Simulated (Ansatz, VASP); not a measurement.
## SrTiO3 in VASP and in Ansatz

```
Sr Ti O
1.0
     3.85737    0.00000    0.00000
     0.00000    7.71474    0.00000
     0.00000    0.00000    3.85737
Sr Ti O
2 2 6
Cartesian
  0.0000 0.0000 0.0000
  0.0000 3.8574 0.0000
  1.9287 1.9287 1.9287
  1.9287 5.7861 1.9287
  0.0000 1.9287 1.9287
  0.0000 5.7861 1.9287
  1.9287 0.0000 1.9287
  1.9287 3.8574 1.9287
  1.9287 1.9287 0.0000
  1.9287 5.7861 0.0000
```

Alike in both runs: task single point; functional r2SCAN; k mesh 7 × 4 × 7; occupations fermi-dirac, width 0.1257 eV; no spin polarisation.

|  | VASP | Ansatz |
| --- | --- | --- |
| version | VASP 6.6.1 | Ansatz 0.2.0 |
| potentials or method | VASP PAW PBE potentials, release 64 (Sr_sv, Ti_sv, O), cutoff 520 eV | PAW plane waves |
| valence electrons in the cell | 80 | 80 |

```csv
,VASP,Ansatz,Ansatz less VASP
pressure (GPa),8.9,7.9,-1.05
```

VASP's potentials were made for PBE, not for r2SCAN. The functional is the same, so the differences come from potentials, cutoffs and numerics.
